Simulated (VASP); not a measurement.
# SiC (I-4m2) in VASP: further runs

The runs below take SiC through single point, with r2SCAN.

Everything below comes from runs of VASP 6.6.1. Logs are shortened: lines on timing, memory, paths and dates and some standing lists are left out, and cuts for length are marked.

## 1. The cell of the first run

The structure is tetragonal, space group I-4m2 (No. 119). Conventional cell: a = 3.080 Å, b = 3.080 Å, c = 4.225 Å, α = 90.00°, β = 90.00°, γ = 90.00°. Within 2.5 Å of Si (site symmetry -4m2) lie 4 C at 1.87 Å. Within 2.5 Å of C (site symmetry -4m2) lie 4 Si at 1.87 Å.

## 2. Single point, r2SCAN (uniaxial z strain -3.0%)

Input file POSCAR:

```
SiC
1.0
    0.0000000000      2.1780523510      2.1127107805
    2.1780523510      0.0000000000      2.1127107805
    2.1780523510      2.1780523510      0.0000000000
Si C
1 1
Direct
    0.0000000000      0.0000000000      0.0000000000
    0.2500000000      0.2500000000      0.2500000000
```

Input file INCAR.step1:

```
SYSTEM = SiC
PREC     = Accurate       ! precision mode
ENCUT    = 520            ! plane-wave cutoff, eV
ISMEAR   = 0              ! smearing method
SIGMA    = 0.01           ! smearing width, eV
LREAL    = .FALSE.        ! projectors in reciprocal space
LASPH    = .TRUE.         ! aspherical terms in the spheres
NELM     = 100            ! most SCF steps
NBANDS   = 11             ! bands
GGA      = PE             ! functional
ALGO     = Normal         ! electronic algorithm
EDIFF    = 1E-4           ! SCF threshold, eV
LWAVE    = .TRUE.         ! write WAVECAR
LCHARG   = .FALSE.        ! write CHGCAR
```

Input file INCAR.step2:

```
SYSTEM = SiC
PREC     = Accurate       ! precision mode
ENCUT    = 520            ! plane-wave cutoff, eV
EDIFF    = 1E-7           ! SCF threshold, eV
ISMEAR   = 0              ! smearing method
SIGMA    = 0.01           ! smearing width, eV
LREAL    = .FALSE.        ! projectors in reciprocal space
LASPH    = .TRUE.         ! aspherical terms in the spheres
NELM     = 100            ! most SCF steps
ALGO     = Normal         ! electronic algorithm
ISIF     = 2              ! what is computed and relaxed
LWAVE    = .FALSE.        ! write WAVECAR
LCHARG   = .FALSE.        ! write CHGCAR
METAGGA  = R2SCAN         ! meta-GGA
LMIXTAU  = .TRUE.       
NBANDS   = 11             ! bands
ISTART   = 1
```

Input file KPOINTS:

```
Automatic mesh
0
G
  10 10 10
  0 0 0
```

Potentials or basis: VASP PAW PBE potentials, release 64 (Si, C).

Launch:

```sh
> cat potpaw_PBE.64/Si/POTCAR potpaw_PBE.64/C/POTCAR > POTCAR
> cp INCAR.step1 INCAR
> mpirun -np 1 vasp_std > vasp.out
> cp INCAR.step2 INCAR
> mpirun -np 1 vasp_std > vasp.out
```

OUTCAR:

```text
SYSTEM = SiC
   PREC = Accurate
   ENCUT = 520
   EDIFF = 1E-7
   ISMEAR = 0
   LREAL = .FALSE.
   LASPH = .TRUE.
   NELM = 100
   ISIF = 2
   METAGGA = R2SCAN
   ISTART = 1

 ion  position               nearest neighbor table
   1  0.000  0.000  0.000-   2 1.87   2 1.87   2 1.87   2 1.87
   2  0.250  0.250  0.250-   1 1.87   1 1.87   1 1.87   1 1.87

  LATTYP: Found a body centered tetragonal cell.
 ALAT       =     3.0802311743
 C/A-ratio  =     1.3717871555

  Lattice vectors:

 A1 = (   0.0000000000,  -2.1780523510,  -2.1127107805)
 A2 = (   0.0000000000,   2.1780523510,  -2.1127107805)
 A3 = (   2.1780523510,   0.0000000000,   2.1127107805)

Analysis of symmetry for initial positions (statically):
=====================================================================
 Subroutine PRICEL returns:
 Original cell was already a primitive cell.

 Routine SETGRP: Setting up the symmetry group for a
 body centered tetragonal supercell.

 Subroutine GETGRP returns: Found  8 space group operations
 (whereof  8 operations were pure point group operations)
 out of a pool of 16 trial point group operations.

The static configuration has the point symmetry D_2d.

Analysis of symmetry for dynamics (positions and initial velocities):
=====================================================================
 Subroutine PRICEL returns:
 Original cell was already a primitive cell.

 Routine SETGRP: Setting up the symmetry group for a
 body centered tetragonal supercell.

 Subroutine GETGRP returns: Found  8 space group operations
 (whereof  8 operations were pure point group operations)
 out of a pool of 16 trial point group operations.

The dynamic configuration has the point symmetry D_2d.

 Subroutine INISYM returns: Found  8 space group operations
 (whereof  8 operations are pure point group operations),
 and found     1 'primitive' translations

----------------------------------------------------------------------------------------

                                     Primitive cell

  volume of cell :      20.0450

  direct lattice vectors                    reciprocal lattice vectors
     0.000000000  2.178052351  2.112710781    -0.229562894  0.229562894  0.236662777
     2.178052351  0.000000000  2.112710781     0.229562894 -0.229562894  0.236662777
     2.178052351  2.178052351  0.000000000     0.229562894  0.229562894 -0.236662777

  length of vectors
     3.034379489  3.034379489  3.080231174     0.401755540  0.401755540  0.401755540

  position of ions in fractional coordinates (direct lattice)
     0.000000000  0.000000000  0.000000000
     0.250000000  0.250000000  0.250000000

  ion indices of the primitive-cell ions
   primitive index   ion index
                 1           1
                 2           2

----------------------------------------------------------------------------------------

 KPOINTS: Automatic mesh

Automatic generation of k-mesh.
 Grid dimensions read from file:
 generate k-points for:   10   10   10

 Generating k-lattice:

  Cartesian coordinates                     Fractional coordinates (reciprocal lattice)
    -0.022956289  0.022956289  0.023666278     0.100000000  0.000000000  0.000000000
     0.022956289 -0.022956289  0.023666278     0.000000000  0.100000000  0.000000000
     0.022956289  0.022956289 -0.023666278    -0.000000000 -0.000000000  0.100000000

  Length of vectors
     0.040175554  0.040175554  0.040175554

  Shift w.r.t. Gamma in fractional coordinates (k-lattice)
     0.000000000  0.000000000  0.000000000

 Subroutine IBZKPT returns following result:
 ===========================================

 Found    102 irreducible k-points:

 Following reciprocal coordinates:
            Coordinates               Weight
  0.000000  0.000000  0.000000      1.000000
  0.100000 -0.000000  0.000000      8.000000
  0.200000 -0.000000  0.000000      8.000000
  0.300000 -0.000000  0.000000      8.000000
  0.400000 -0.000000  0.000000      8.000000
  0.500000 -0.000000  0.000000      4.000000
[... 16 lines left out ...]
  0.300000  0.300000  0.000000      2.000000
  0.400000  0.300000  0.000000      8.000000
 [... further k-points ...]
   k-points           NKPTS =    102   k-points in BZ     NKDIM =    102   number of bands    NBANDS=     11
   number of dos      NEDOS =    301   number of ions     NIONS =      2
   total plane-waves  NPLWV =  13824
   dimension x,y,z NGX =    24 NGY =   24 NGZ =   24
   dimension x,y,z NGXF=    48 NGYF=   48 NGZF=   48
   ions per type =               1   1
   NGX,Y,Z   is equivalent  to a cutoff of  13.15, 13.15, 12.95 a.u.
   NGXF,Y,Z  is equivalent  to a cutoff of  26.30, 26.30, 25.91 a.u.
 SYSTEM =  SiC
   PREC   = accura    normal or accurate (medium, high low for compatibility)
   ISTART =      1    job   : 0-new  1-cont  2-samecut
   ICHARG =      0    charge: 1-file 2-atom 10-const
   ISPIN  =      1    spin polarized calculation?
   LNONCOLLINEAR =      F non collinear calculations
   LSORBIT =      F    spin-orbit coupling
   LASPH  =      T    aspherical Exc in radial PAW
   ENCUT  =  520.0 eV  38.22 Ry    6.18 a.u.   5.64  5.64  5.73*2*pi/ulx,y,z
   NELM   =    100;   NELMIN=  2; NELMDL=  0     # of ELM steps
   EDIFF  = 0.1E-06   stopping-criterion for ELM
   LREAL  =      F    real-space projection
   EDIFFG = 0.1E-05   stopping-criterion for IOM
   NSW    =      0    number of steps for IOM
   IBRION =     -1    ionic relax: 0-MD 1-quasi-New 2-CG
   NFREE  =      0    steps in history (QN), initial steepest desc. (CG)
   ISIF   =      2    stress and relaxation
   ISYM   =      2    0-nonsym 1-usesym 2-fastsym
   POTIM  = 0.5000    time-step for ionic-motion
   TEBEG  =    0.0;   TEEND  =   0.0 temperature during run
   PSTRESS=    0.0 pullay stress
   NELECT =       8.0000    total number of electrons
   NUPDOWN=      -1.0000    fix difference up-down
   EMIN   =  10.00;   EMAX   =-10.00  energy-range for DOS
   EFERMI =   0.00;   METHOD = LEGACY
   ISMEAR =     0;   SIGMA  =   0.01  broadening in eV -4-tet -1-fermi 0-gaus
   EFERMI_NEDOS =   21; number of points for ismear=-14 and -15
   IALGO  =     38    algorithm
   IMIX   =      4    mixing-type and parameters
     AMIX     =   0.40;   BMIX     =  1.00
     AMIX_MAG =   1.60;   BMIX_MAG =  1.00
  volume/ion in A,a.u.               =      10.02        67.64
  Fermi-wavevector in a.u.,A,eV,Ry     =   1.205321  2.277726 19.766516  1.452798
  Thomas-Fermi vector in A             =   2.341020
   LORBIT       =      0    0 simple, 1 ext, 2 COOP (PROOUT), +10 PAW based schemes
   METAGGA = R2SCAN    functional components
   LHFCALC =     F    Hartree Fock is set to
   AEXX    =    0.0000 exact exchange contribution
   IVDW    =     0    specifies the selected vdW correction
   LEPSILON=     F    determine dielectric tensor
   LRPA    =     F    only Hartree local field effects (RPA)
 non-spin polarized calculation
 Gauss-broadening in eV      SIGMA  =   0.01
  energy-cutoff  :      520.00
  volume of cell :       20.05
 maximum number of plane-waves:       552
   NGX = 11   NGY = 11   NGZ = 11

 number of electron       8.0000000 magnetization

 Free energy of the ion-electron system (eV)
  ---------------------------------------------------
  ext. energy  EPLUGINS =         0.00000000
  ---------------------------------------------------
  free energy    TOTEN  =       -19.30304624 eV

  energy without entropy =      -19.30304624  energy(sigma->0) =      -19.30304624

 E-fermi :   8.5395     XC(G=0): -12.0783

 val. band max:        8.4821192639   @ k =   0.0000   0.0000   0.0000
 cond. band min:       9.8572032178   @ k =   0.5000   0.5000   0.0000
 fundamental gap:      1.3750839539
 Fermi energy:         8.5394590513

 k-point     1 :       0.0000    0.0000    0.0000
  band No.  band energies     occupation
      1      -8.0923      2.00000
      2       8.2762      2.00000
      3       8.2762      2.00000
      4       8.4821      2.00000
      5      15.5725      0.00000
      6      16.3760      0.00000
      7      16.4659      0.00000
      8      16.4659      0.00000
      9      23.2562      0.00000
     10      24.1929      0.00000
     11      26.6383      0.00000

 k-point     2 :       0.1000   -0.0000    0.0000
  band No.  band energies     occupation
      1      -7.8846      2.00000
      2       7.2855      2.00000
      3       8.1201      2.00000
      4       8.2945      2.00000
      5      15.7641      0.00000
      6      16.6341      0.00000
      7      16.7127      0.00000
      8      16.8811      0.00000
      9      22.3970      0.00000
     10      23.1172      0.00000
     11      26.0764      0.00000

 k-point     3 :       0.2000   -0.0000    0.0000
  band No.  band energies     occupation
      1      -7.2715      2.00000
      2       5.0525      2.00000
      3       7.7607      2.00000
      4       7.9995      2.00000
      5      15.3963      0.00000
      6      16.9854      0.00000
      7      17.1388      0.00000
      8      18.2237      0.00000
      9      21.9390      0.00000
     10      22.2721      0.00000
     11      25.1504      0.00000
[... 267 lines left out ...]
 k-point    23 :       0.3000    0.3000    0.0000
  band No.  band energies     occupation
      1      -5.5929      2.00000
      2       3.9693      2.00000
      3       5.6394      2.00000
      4       5.6394      2.00000
      5      11.9832      0.00000
      6      14.3859      0.00000
      7      21.0040      0.00000
      8      21.0040      0.00000
      9      22.4854      0.00000
     10      26.2100      0.00000
     11      31.8175      0.00000

 k-point    24 :       0.4000    0.3000    0.0000
  band No.  band energies     occupation
      1      -4.6569      2.00000
      2       2.6179      2.00000
      3       4.9301      2.00000
      4       5.3401      2.00000
      5      11.5602      0.00000
      6      14.3273      0.00000
      7      21.2472      0.00000
      8      21.3393      0.00000
      9      23.8375      0.00000
     10      27.5593      0.00000
     11      31.4715      0.00000

 [... further k-points ...]

------------------------ aborting loop because EDIFF is reached ----------------------------------------

  FORCE on cell =-STRESS in cart. coord.  units (eV):
  Direction    XX          YY          ZZ          XY          YZ          ZX
  --------------------------------------------------------------------------------------
  -------------------------------------------------------------------------------------
  Total        0.5513623      0.5513623      1.5593948      0.0000000      0.0000000     -0.0000000
  in kB       44.0697888     44.0697888    124.6407313      0.0000000      0.0000000     -0.0000000
  external PRESSURE =      70.9267696 kB  Pullay stress =       0.0000000 kB

 VOLUME and BASIS-vectors are now :
 -----------------------------------------------------------------------------
  energy-cutoff  :      520.00
  volume of cell :       20.05
      direct lattice vectors                 reciprocal lattice vectors
     0.000000000  2.178052351  2.112710781    -0.229562894  0.229562894  0.236662777
     2.178052351  0.000000000  2.112710781     0.229562894 -0.229562894  0.236662777
     2.178052351  2.178052351  0.000000000     0.229562894  0.229562894 -0.236662777

 POSITION                                       TOTAL-FORCE (eV/Angst)
 -----------------------------------------------------------------------------------
      0.00000      0.00000      0.00000        -0.000000     -0.000000      0.000000
      1.08903      1.08903      1.05636         0.000000      0.000000      0.000000
 -----------------------------------------------------------------------------------
    total drift:                               -0.000001     -0.000001     -0.000001

  FREE ENERGIE OF THE ION-ELECTRON SYSTEM (eV)
  ---------------------------------------------------
  free  energy   TOTEN  =       -19.3030462447 eV

  energy  without entropy=      -19.3030462447  energy(sigma->0) =      -19.30304624
```

Wall time 2 min (1 thread of Intel Xeon 8259CL, shared host); peak memory 0.15 GiB.

What came out:

| Property | Result |
| --- | --- |
| Free energy | -19.3030 eV |
| Pressure | 7.1 GPa |
| Band gap on the k mesh | 1.38 eV, indirect (least direct gap 5.06 eV) |

Stress tensor (GPa, compression positive):
```
 4.41  0.00  0.00
 0.00  4.41  0.00
 0.00  0.00 12.46
```

Caveat: the cell differs from its parent crystal (uniaxial z strain -3.0%); the PAW data sets were made with another functional, which shifts forces and pressure a little. A k mesh can miss the band edges.

(Part 1 of 2 ends here.)
